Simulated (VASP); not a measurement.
# SiSn2 (Fm-3m) in VASP: vibrations by perturbation theory with PBE

Aim: the vibrations by perturbation theory of SiSn2 with PBE.

Program: VASP 6.6.1. These are calculated values, not measurements. Logs are shortened: lines on timing, memory, paths and dates and some standing lists are left out, and cuts for length are marked.

### 1 The cell of the first run

It takes space group Fm-3m (No. 225, cubic). The conventional cell has a = 6.817 Å, b = 6.817 Å, c = 6.817 Å, α = 90.00°, β = 90.00°, γ = 90.00°. Si (site symmetry m-3m) has 8 Sn at 2.95 Å within 3.9 Å. Within 3.9 Å of Sn (site symmetry -43m) lie 4 Si at 2.95 Å and 6 Sn at 3.41 Å.

### 2 Vibrations by perturbation theory, PBE

Input file INCAR:

```
PREC = Accurate
ENCUT = 520
EDIFF = 1E-8
ISMEAR = -1
SIGMA = 0.15
LREAL = F
LASPH = T
NELM = 60
ALGO = Normal
ISIF = 2
LWAVE = F
LCHARG = T
GGA = PE
NBANDS = 23
IBRION = 8
NSW = 1
```

Input file KPOINTS:

```
regular mesh
0
Gamma
  10 10 10
```

Input file POSCAR:

```
SiSn2
1.0
    0.0000000000      3.4085000000      3.4085000000
    3.4085000000      0.0000000000      3.4085000000
    3.4085000000      3.4085000000      0.0000000000
Si Sn
1 2
Direct
    0.0000000000      0.0000000000      0.0000000000
    0.2500000000      0.2500000000      0.2500000000
    0.7500000000      0.7500000000      0.7500000000
```

Potentials or basis: VASP PAW PBE potentials, release 64 (Si, Sn_d).

Command:

```bash
$ cat potpaw_PBE.64/Si/POTCAR potpaw_PBE.64/Sn_d/POTCAR > POTCAR
$ mpirun -np 1 vasp_std > vasp.out
```

OUTCAR:

```text
PREC = Accurate
   ENCUT = 520
   EDIFF = 1E-8
   ISMEAR = -1
   LREAL = F
   LASPH = T
   NELM = 60
   ISIF = 2
   GGA = PE
   IBRION = 8
   NSW = 1

 ion  position               nearest neighbor table
   1  0.000  0.000  0.000-   3 2.95   3 2.95   3 2.95   2 2.95   3 2.95   2 2.95   2 2.95   2 2.95

   2  0.250  0.250  0.250-   1 2.95   1 2.95   1 2.95   1 2.95   3 3.41   3 3.41   3 3.41   3 3.41
                             3 3.41   3 3.41
   3  0.750  0.750  0.750-   1 2.95   1 2.95   1 2.95   1 2.95   2 3.41   2 3.41   2 3.41   2 3.41
                             2 3.41   2 3.41

  LATTYP: Found a face centered cubic cell.
 ALAT       =     6.8170000000

  Lattice vectors:

 A1 = (   0.0000000000,   3.4085000000,   3.4085000000)
 A2 = (   3.4085000000,   0.0000000000,   3.4085000000)
 A3 = (   3.4085000000,   3.4085000000,   0.0000000000)

Analysis of symmetry for initial positions (statically):
=====================================================================
 Subroutine PRICEL returns:
 Original cell was already a primitive cell.

 Routine SETGRP: Setting up the symmetry group for a
 face centered cubic supercell.

 Subroutine GETGRP returns: Found 48 space group operations
 (whereof 48 operations were pure point group operations)
 out of a pool of 48 trial point group operations.

The static configuration has the point symmetry O_h .

Analysis of symmetry for dynamics (positions and initial velocities):
=====================================================================
 Subroutine PRICEL returns:
 Original cell was already a primitive cell.

 Routine SETGRP: Setting up the symmetry group for a
 face centered cubic supercell.

 Subroutine GETGRP returns: Found 48 space group operations
 (whereof 48 operations were pure point group operations)
 out of a pool of 48 trial point group operations.

The dynamic configuration has the point symmetry O_h .

 Subroutine INISYM returns: Found 48 space group operations
 (whereof 48 operations are pure point group operations),
 and found     1 'primitive' translations

----------------------------------------------------------------------------------------

                                     Primitive cell

  volume of cell :      79.1990

  direct lattice vectors                    reciprocal lattice vectors
     0.000000000  3.408500000  3.408500000    -0.146692093  0.146692093  0.146692093
     3.408500000  0.000000000  3.408500000     0.146692093 -0.146692093  0.146692093
     3.408500000  3.408500000  0.000000000     0.146692093  0.146692093 -0.146692093

  length of vectors
     4.820346927  4.820346927  4.820346927     0.254078159  0.254078159  0.254078159

  position of ions in fractional coordinates (direct lattice)
     0.000000000  0.000000000  0.000000000
     0.250000000  0.250000000  0.250000000
     0.750000000  0.750000000  0.750000000

  ion indices of the primitive-cell ions
   primitive index   ion index
                 1           1
                 2           2
                 3           3

----------------------------------------------------------------------------------------

 KPOINTS: regular mesh

Automatic generation of k-mesh.
 Grid dimensions read from file:
 generate k-points for:   10   10   10

 Generating k-lattice:
[... 87 lines left out ...]
   GGA     = PE    functional components
[... 5 lines left out ...]
 non-spin polarized calculation
  energy-cutoff  :      520.00
  volume of cell :       79.20
 maximum number of plane-waves:      2162
   NGX = 17   NGY = 17   NGZ = 17

--------------------------------------- Ionic step        1  -------------------------------------------

 number of electron      31.9999996 magnetization

 Free energy of the ion-electron system (eV)
  ---------------------------------------------------
  ext. energy  EPLUGINS =         0.00000000
  ---------------------------------------------------
  free energy    TOTEN  =       -12.25203512 eV

  energy without entropy =      -12.13755113  energy(sigma->0) =      -12.19479312

 E-fermi :   6.9139     XC(G=0):  -9.7723

 val. band max:        6.8968550722   @ k =  -0.4000   0.1000   0.0000
 cond. band min:       6.9181364273   @ k =   0.2000   0.2000   0.0000
 fundamental gap:      0.0212813552
 Fermi energy:         6.9139425623

 k-point     1 :       0.0000    0.0000    0.0000
  band No.  band energies     occupation
      1     -14.6407      2.00000
      2     -14.6407      2.00000
      3     -14.5889      2.00000
      4     -14.5889      2.00000
      5     -14.5889      2.00000
      6     -14.5004      2.00000
[... 613 lines left out ...]
     22      12.6971      0.00000
     23      13.5496      0.00000

 [... further k-points ...]

------------------------ aborting loop because EDIFF is reached ----------------------------------------

  FORCE on cell =-STRESS in cart. coord.  units (eV):
  Direction    XX          YY          ZZ          XY          YZ          ZX
  --------------------------------------------------------------------------------------
  -------------------------------------------------------------------------------------
  Total        0.1043849      0.1043849      0.1043849      0.0000000     -0.0000000      0.0000000
  in kB        2.1116818      2.1116818      2.1116818      0.0000000     -0.0000000      0.0000000
  external PRESSURE =       2.1116818 kB  Pullay stress =       0.0000000 kB

 VOLUME and BASIS-vectors are now :
 -----------------------------------------------------------------------------
  energy-cutoff  :      520.00
  volume of cell :       79.20
      direct lattice vectors                 reciprocal lattice vectors
     0.000000000  3.408500000  3.408500000    -0.146692093  0.146692093  0.146692093
     3.408500000  0.000000000  3.408500000     0.146692093 -0.146692093  0.146692093
     3.408500000  3.408500000  0.000000000     0.146692093  0.146692093 -0.146692093

 POSITION                                       TOTAL-FORCE (eV/Angst)
 -----------------------------------------------------------------------------------
      0.00000      0.00000      0.00000        -0.000000      0.000000     -0.000000
      1.70425      1.70425      1.70425        -0.000000     -0.000000      0.000000
      5.11275      5.11275      5.11275         0.000000      0.000000     -0.000000
 -----------------------------------------------------------------------------------
    total drift:                                0.000000      0.000000      0.000000

  FREE ENERGIE OF THE ION-ELECTRON SYSTEM (eV)
  ---------------------------------------------------
  free  energy   TOTEN  =       -12.2520351198 eV

  energy  without entropy=      -12.1375511275  energy(sigma->0) =      -12.19479312

[... ionic steps 2 to 3 ...]

--------------------------------------- Ionic step        4  -------------------------------------------

------------------------ aborting loop because EDIFF is reached ----------------------------------------

[... ionic steps 5 to 6 ...]

--------------------------------------- Ionic step        7  -------------------------------------------

 Free energy of the ion-electron system (eV)
  ---------------------------------------------------
  ---------------------------------------------------
  free energy    TOTEN  =        -0.22119890 eV

  energy without entropy =       -0.22119890

------------------------ aborting loop because EDIFF is reached ----------------------------------------

 INTERNAL STRAIN TENSOR  FOR ION    2  DIRECTION 1   (eV/Angst):
 -----------------------------------------------------------------------------
    -0.01143  0.00000  0.00000
     0.00000  0.00560 -3.25572
     0.00000 -3.25572  0.00560

 INTERNAL STRAIN TENSOR FOR ION    3 for displacements in x,y,z  (eV/Angst):
          X           Y           Z          XY          YZ          ZX
  --------------------------------------------------------------------------------
  x    -0.00000     0.00000    -0.00000     0.00000     3.25572     0.00000
  y     0.00000     0.00000    -0.00000     0.00000     0.00000     3.25572
  z    -0.00000     0.00000     0.00000     3.25572     0.00000     0.00000

 SECOND DERIVATIVES (NOT SYMMETRIZED)
 ------------------------------------
               1X          1Y          1Z          2X          2Y          2Z          3X          3Y          3Z
  1X    -2.877845    0.000000    0.000000    1.438923    0.000000    0.000000    1.438923    0.000000    0.000000
  1Y     0.000000   -2.877845    0.000000    0.000000    1.438923    0.000000    0.000000    1.438923    0.000000
  1Z     0.000000    0.000000   -2.877845    0.000000    0.000000    1.438923    0.000000    0.000000    1.438923
  2X     1.439421    0.000000    0.000000   -2.664575    0.000000    0.000000    1.225153    0.000000    0.000000
  2Y     0.000000    1.439421    0.000000    0.000000   -2.664575    0.000000    0.000000    1.225153   -0.000000
  2Z     0.000000    0.000000    1.439421    0.000000    0.000000   -2.664575    0.000000   -0.000000    1.225153
  3X     1.439421    0.000000    0.000000    1.225153    0.000000    0.000000   -2.664575    0.000000    0.000000
  3Y     0.000000    1.439421    0.000000    0.000000    1.225153   -0.000000    0.000000   -2.664575    0.000000
  3Z     0.000000    0.000000    1.439421    0.000000   -0.000000    1.225153    0.000000    0.000000   -2.664575

 Eigenvectors and eigenvalues of the dynamical matrix
 ----------------------------------------------------

   1 f  =    5.292159 THz    33.251615 2PiTHz  176.527421 cm-1    21.886601 meV
             X         Y         Z           dx          dy          dz
      0.000000  0.000000  0.000000    -0.944299   -0.049863    0.000000
      1.704250  1.704250  1.704250     0.229693    0.012129   -0.000000
      5.112750  5.112750  5.112750     0.229693    0.012129    0.000000
[... 43 lines left out ...]
   9 f/i=    0.000282 THz     0.001773 2PiTHz    0.009413 cm-1     0.001167 meV
             X         Y         Z           dx          dy          dz
      0.000000  0.000000  0.000000     0.000895    0.031998    0.323709
      1.704250  1.704250  1.704250     0.001839    0.065773    0.665405
      5.112750  5.112750  5.112750     0.001839    0.065773    0.665405

--------------------------------------------------------------------------------------------------------

 ELASTIC MODULI CONTR FROM IONIC RELAXATION (kBar)
 Direction    XX          YY          ZZ          XY          YZ          ZX
 --------------------------------------------------------------------------------
 XX          -0.0000     -0.0000      0.0000      0.0000      0.0000     -0.0000
 YY          -0.0000     -0.0000      0.0000      0.0000     -0.0000     -0.0000
 ZZ           0.0000      0.0000     -0.0000     -0.0000      0.0000      0.0000
 XY           0.0000      0.0000     -0.0000   -110.2543      0.0000     -0.0000
 YZ           0.0000     -0.0000      0.0000      0.0000   -110.2543      0.0000
 ZX          -0.0000     -0.0000      0.0000     -0.0000      0.0000   -110.2543
 --------------------------------------------------------------------------------
```

Run time: 16 min. Hardware: 1 thread of Intel Xeon 8259CL, shared host; peak memory 0.71 GiB.

Results:

| Quantity | Value |
| --- | --- |
| Highest phonon frequency at Γ | 177 cm⁻¹ |

Phonon frequencies in cm⁻¹ (negative: imaginary):
| q point | frequencies |
| --- | --- |
| (0.000, 0.000, 0.000) | 0 0 0 94 94 94 177 177 177 |

Caveat: spin-orbit coupling is left out, which moves the levels of the heavy elements.
